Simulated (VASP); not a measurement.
**Cu: single point with PBEsol**

Cu:

```
CELL_PARAMETERS angstrom
0.00000 1.85269 1.80750
1.85269 0.00000 1.80750
1.85269 1.85269 0.00000
ATOMIC_POSITIONS crystal
Cu 0.00000 0.00000 0.00000
```

This cell differs from its parent crystal: strain +0.025 along x and y, +0.000 along z.

```json
{"Program": "VASP 6.6.1", "Task": "single point", "Functional": "PBEsol", "Potentials or basis": "VASP PAW PBE potentials, release 64 (Cu)", "Cutoff": "520 eV", "k mesh": "22 × 22 × 22", "Occupations": "gaussian, width 0.15 eV", "Spin": "no spin polarisation"}
```

The pressure is -11.6 GPa.

Stress tensor (GPa, compression positive):
```
-12.01   0.00   0.00
  0.00 -12.01   0.00
  0.00   0.00 -10.85
```

Levels at points of the mesh, in eV from the Fermi level:
```
           k point  band 4  band 5  band 6  band 7  band 8  band 9
(0.00, 0.00, 0.00)   -2.79   -2.15   -2.04   22.22   24.43   24.43
(0.50, 0.00, 0.00)   -1.59   -1.54   -0.88    3.52   20.52   20.89
(0.50, 0.50, 0.00)   -1.43   -1.43    1.86    7.20   12.30   12.30
(0.50, 0.00, 0.50)   -1.47   -1.40    1.35    6.56   12.84   12.90
```

Run time: 62 s on 1 thread of Intel(R) Xeon(R) Platinum 8488C (Sapphire Rapids), with other jobs on the host, peak memory 0.23 GiB.

Caveat: the cell differs from its parent crystal (strain +0.025 along x and y, +0.000 along z); the PAW data sets were made with another functional, which shifts forces and pressure a little.
